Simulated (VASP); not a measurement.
# Gd (P6_3/mmc) in VASP: single point with revPBE

Aim: the single point of Gd with revPBE.

All numbers are computed with VASP 6.6.1; they aren't measurements. Logs are shortened: lines on timing, memory, paths and dates and some standing lists are left out, and cuts for length are marked.

## (1) The cell of the first run

It takes space group P6_3/mmc (No. 194, hexagonal). Conventional cell: a = 3.664 Å, b = 3.664 Å, c = 5.886 Å, α = 90.00°, β = 90.00°, γ = 120.00°. Gd (site symmetry -6m2) has 12 Gd at 3.62 to 3.66 Å within 4.8 Å.

## (2) Single point, revPBE, collinear spin, antiferromagnetic start

Contents of INCAR:

```
ALGO     = Normal         # electronic algorithm
EDIFF    = 1E-6           # SCF threshold, eV
ENCUT    = 520            # plane-wave cutoff, eV
GGA      = RE             # functional
ISIF     = 2              # what is computed and relaxed
ISMEAR   = -1             # smearing method
ISPIN    = 2              # spin polarisation
LASPH    = T              # aspherical terms in the spheres
LCHARG   = F              # write CHGCAR
LMAXMIX  = 6              # l up to which the mixer works
LORBIT   = 11             # projections on sites
LREAL    = F              # projectors in reciprocal space
LWAVE    = F              # write WAVECAR
MAGMOM   = 7 -7           # initial moments
NBANDS   = 29             # bands
NELM     = 150            # most SCF steps
PREC     = Accurate       # precision mode
SIGMA    = 0.05           # smearing width, eV
```

Contents of KPOINTS:

```
k-points
0
Gamma
  10 10 6
```

Contents of POSCAR:

```
Gd
1.0
    3.6640217441      0.0000000000      0.0000000000
   -1.8320108721      3.1731359104      0.0000000000
    0.0000000000      0.0000000000      5.8864586154
Gd
2
Direct
    0.3333333333      0.6666666667      0.2500000000
    0.6666666667      0.3333333333      0.7500000000
```

Potentials or basis: VASP PAW PBE potentials, release 64 (Gd).

Run with:

```sh
$ cat potpaw_PBE.64/Gd/POTCAR > POTCAR
$ mpirun -np 1 vasp_std > vasp.out
```

OUTCAR:

```text
EDIFF = 1E-6
   ENCUT = 520
   GGA = RE
   ISIF = 2
   ISMEAR = -1
   ISPIN = 2
   LASPH = T
   LORBIT = 11
   LREAL = F
   NELM = 150
   PREC = Accurate

 ion  position               nearest neighbor table
   1  0.333  0.667  0.250-
   2  0.667  0.333  0.750-

  LATTYP: Found a hexagonal cell.
 ALAT       =     3.6640217441
 C/A-ratio  =     1.6065566818

  Lattice vectors:

 A1 = (   3.6640217441,   0.0000000000,   0.0000000000)
 A2 = (  -1.8320108721,   3.1731359104,   0.0000000000)
 A3 = (   0.0000000000,   0.0000000000,   5.8864586154)

Analysis of symmetry for initial positions (statically):
=====================================================================
 Subroutine PRICEL returns:
 Original cell was already a primitive cell.

 Routine SETGRP: Setting up the symmetry group for a
 hexagonal supercell.

 Subroutine GETGRP returns: Found 24 space group operations
 (whereof 12 operations were pure point group operations)
 out of a pool of 24 trial point group operations.

The static configuration has the point symmetry D_3d.
 The point group associated with its full space group is D_6h.

Analysis of symmetry for dynamics (positions and initial velocities):
=====================================================================
 Subroutine PRICEL returns:
 Original cell was already a primitive cell.

 Routine SETGRP: Setting up the symmetry group for a
 hexagonal supercell.

 Subroutine GETGRP returns: Found 24 space group operations
 (whereof 12 operations were pure point group operations)
 out of a pool of 24 trial point group operations.

The dynamic configuration has the point symmetry D_3d.
 The point group associated with its full space group is D_6h.

Analysis of structural, dynamic, and magnetic symmetry:
=====================================================================
 Subroutine PRICEL returns:
 Original cell was already a primitive cell.

 Routine SETGRP: Setting up the symmetry group for a
 hexagonal supercell.

 Subroutine GETGRP returns: Found 24 space group operations
 (whereof 12 operations were pure point group operations)
 out of a pool of 24 trial point group operations.

The overall configuration has the point symmetry D_3d.
 The point group associated with its full space group is D_6h.

 Subroutine INISYM returns: Found 24 space group operations
[... 117 lines left out ...]
     AMIX_MAG =   1.60;   BMIX_MAG =  1.00
  volume/ion in A,a.u.               =      34.22       230.92
  Fermi-wavevector in a.u.,A,eV,Ry     =   1.321525  2.497320 23.761601  1.746428
  Thomas-Fermi vector in A             =   2.451272
   LORBIT       =     11    0 simple, 1 ext, 2 COOP (PROOUT), +10 PAW based schemes
   GGA     = RE    functional components
   LHFCALC =     F    Hartree Fock is set to
   AEXX    =    0.0000 exact exchange contribution
   IVDW    =     0    specifies the selected vdW correction
   LEPSILON=     F    determine dielectric tensor
   LRPA    =     F    only Hartree local field effects (RPA)
 spin polarized calculation
  energy-cutoff  :      520.00
  volume of cell :       68.44
 maximum number of plane-waves:      1862
 NGX is ok and might be reduce to    28
   NGX = 13   NGY = 13   NGZ = 21

 number of electron      36.0000007 magnetization      -0.0000000

 number of electron      36.0000007 magnetization       0.0000000

 Free energy of the ion-electron system (eV)
  ---------------------------------------------------
  ext. energy  EPLUGINS =         0.00000000
  ---------------------------------------------------
  free energy    TOTEN  =       -23.00390171 eV

  energy without entropy =      -22.97551005  energy(sigma->0) =      -22.98970588

 E-fermi :   2.8547     XC(G=0):  -9.7402

 val. band max:        2.8536016473   @ k =   0.5000   0.0000   0.1667
 cond. band min:       2.8701821524   @ k =   0.4000   0.2000   0.3333
 fundamental gap:      0.0165805051
 Fermi energy:         2.8547302515

 spin component 1

 k-point     1 :       0.0000    0.0000    0.0000
  band No.  band energies     occupation
      1     -42.4161      1.00000
      2     -39.1477      1.00000
      3     -19.8257      1.00000
      4     -19.5633      1.00000
      5     -19.5633      1.00000
      6     -17.4570      1.00000
[... 757 lines left out ...]
     28       4.6199      0.00000
     29       5.1919      0.00000

 [... further k-points ...]

 spin component 2

 k-point     1 :       0.0000    0.0000    0.0000
  band No.  band energies     occupation
      1     -42.4161      1.00000
      2     -39.1477      1.00000
      3     -19.8257      1.00000
      4     -19.5633      1.00000
      5     -19.5633      1.00000
      6     -17.4570      1.00000
[... 757 lines left out ...]
     28       4.6199      0.00000
     29       5.1919      0.00000

 [... further k-points ...]

------------------------ aborting loop because EDIFF is reached ----------------------------------------

  FORCE on cell =-STRESS in cart. coord.  units (eV):
  Direction    XX          YY          ZZ          XY          YZ          ZX
  --------------------------------------------------------------------------------------
  -------------------------------------------------------------------------------------
  Total        0.0700108      0.0700108      0.0496476     -0.0000000      0.0000000      0.0000000
  in kB        1.6389841      1.6389841      1.1622728     -0.0000000      0.0000000      0.0000000
  external PRESSURE =       1.4800803 kB  Pullay stress =       0.0000000 kB

 VOLUME and BASIS-vectors are now :
 -----------------------------------------------------------------------------
  energy-cutoff  :      520.00
  volume of cell :       68.44
      direct lattice vectors                 reciprocal lattice vectors
     3.664021744  0.000000000  0.000000000     0.272924145  0.157572828  0.000000000
    -1.832010872  3.173135910  0.000000000     0.000000000  0.315145657  0.000000000
     0.000000000  0.000000000  5.886458615     0.000000000  0.000000000  0.169881429

 POSITION                                       TOTAL-FORCE (eV/Angst)
 -----------------------------------------------------------------------------------
     -0.00000      2.11542      1.47161        -0.000000      0.000000      0.000000
      1.83201      1.05771      4.41484         0.000000      0.000000      0.000000
 -----------------------------------------------------------------------------------
    total drift:                               -0.000000      0.000000     -0.000000

  FREE ENERGIE OF THE ION-ELECTRON SYSTEM (eV)
  ---------------------------------------------------
  free  energy   TOTEN  =       -23.0039017115 eV

  energy  without entropy=      -22.9755100511  energy(sigma->0) =      -22.98970588

 total charge

# of ion       s       p       d       f       tot
--------------------------------------------------
    1        2.072   5.573   0.556   6.997  15.198
    2        2.072   5.573   0.556   6.997  15.198
--------------------------------------------------
tot          4.144  11.146   1.112  13.994  30.397

 magnetization (x)

# of ion       s       p       d       f       tot
--------------------------------------------------
    1        0.008  -0.073   0.204   6.804   6.942
    2       -0.008   0.073  -0.204  -6.804  -6.942
--------------------------------------------------
tot          0.000   0.000   0.000   0.000   0.000
```

stdout:

```text
POSCAR found type information on POSCAR Gd
 POSCAR found :  1 types and       2 ions
 scaLAPACK will be used
 -----------------------------------------------------------------------------
|                                                                             |
|                                                                             |
|     You enforced a specific xc type in the INCAR file but a different       |
|     I HOPE YOU KNOW WHAT YOU ARE DOING!                                     |
|                                                                             |
 -----------------------------------------------------------------------------

 LDA part: xc-table for (Slater+PW92), standard interpolation
 POSCAR, INCAR and KPOINTS ok, starting setup
 FFT: planning ... GRIDC
 FFT: planning ... GRID_SOFT
 FFT: planning ... GRID
 WAVECAR not read
 entering main loop
```

Wall time 17 min (1 thread of Intel Xeon Platinum 8259CL at 2.50GHz (Skylake/Cascade Lake), shared host); peak memory 0.35 GiB.

What came out:

* Free energy: -23.0039 eV
* Pressure: 0.1 GPa
* Band gap on the k mesh: zero (filled and empty bands overlap)
* Net moment: 0.00 μB per cell
* Site moments: Gd +6.94, -6.94 μB
* Valence electrons inside the program's atomic spheres: Gd 15.20

Caveat: the PAW data sets were made with another functional, which shifts forces and pressure a little; spin-orbit coupling is left out, which moves the levels of the heavy elements; semilocal functionals describe open f shells poorly, which spoils levels, moments and volumes. The state reached can hang on the start; a lower one may exist.
